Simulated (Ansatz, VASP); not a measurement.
## Al2O3: VASP beside Ansatz

The input POSCAR:

```
Al2O3
1.0
    2.9858669047      0.0000000000      0.0000000000
   -1.4929334524      2.5858365918      0.0000000000
    0.0000000000      0.0000000000      7.6001969328
Al O
2 3
Direct
    0.0000000000      0.0000000000      0.2809100474
    0.0000000000      0.0000000000      0.7190899526
    0.3333333333      0.6666666667      0.2045247409
    0.6666666667      0.3333333333      0.7954752591
    0.0000000000      0.0000000000      0.5000000000
```

Contents of INCAR.step1:

```
  ALGO = Normal
  EDIFF = 1E-4
  ENCUT = 520
  GGA = PE
  ISMEAR = 0
  LASPH = T
  LCHARG = F
  LREAL = F
  LWAVE = T
  NBANDS = 20
  NELM = 80
  PREC = Accurate
  SIGMA = 0.05
```

Contents of INCAR.step2:

```
  ALGO = Normal
  EDIFF = 1E-7
  ENCUT = 520
  ISIF = 2
  ISMEAR = 0
  ISTART = 1
  LASPH = T
  LCHARG = F
  LMIXTAU = T
  LREAL = F
  LWAVE = F
  METAGGA = R2SCAN
  NBANDS = 20
  NELM = 80
  PREC = Accurate
  SIGMA = 0.05
```

Contents of KPOINTS:

```
k-points
0
Gamma
  12 12 4
```

Input for Ansatz:

```yaml
crystal:
  lattice:
    - [2.9858669047, 0.0, 0.0]
    - [-1.4929334524, 2.5858365918, 0.0]
    - [0.0, 0.0, 7.6001969328]
  atoms:
    - { symbol: Al, position: [0.0, 0.0, 0.2809100474] }
    - { symbol: Al, position: [0.0, 0.0, 0.7190899526] }
    - { symbol: O, position: [0.3333333333, 0.6666666667, 0.2045247409] }
    - { symbol: O, position: [0.6666666667, 0.3333333333, 0.7954752591] }
    - { symbol: O, position: [0.0, 0.0, 0.5] }
basis:
  ecutwfc: 500
kpoints:
  mp_grid: { grid: [12, 12, 4] }
hamiltonian:
  xc: r2scan
scf:
  occupations: { method: gaussian, width: 0.05 }
output:
  forces: true
  stress: true
  eigenvalues: true
```

Alike in both runs: task single point; functional r2SCAN; k mesh 12 × 12 × 4; occupations gaussian, width 0.05 eV; no spin polarisation.

```csv
,VASP,Ansatz
version,VASP 6.6.1,Ansatz 0.2.0
potentials or method,"VASP PAW PBE potentials, release 64 (Al, O), cutoff 520 eV","scalar-relativistic, plane waves, PAW"
valence electrons in the cell,24,24
```

|  | VASP | Ansatz | Ansatz less VASP |
| --- | --- | --- | --- |
| gap on the k mesh at the Fermi level (eV) | 3.14 | 3.14 | +0.001 |
| least direct gap on the mesh (eV) | 3.14 | 3.14 | +0.001 |
| pressure (GPa) | 0.0 | 0.0 | 0.00 |
| traceless stress, the component that is largest in VASP (GPa) | 0.39 | -0.01 | -0.404 |
| rms of the force components (eV/Å) | 0.032 | 0.000 | -0.0318 |

VASP's potentials were made for PBE, not for r2SCAN. Atom by atom the forces differ by 0.032 eV/Å (rms over components). With one functional, cell and mesh, what is left measures potentials, basis and numerics.
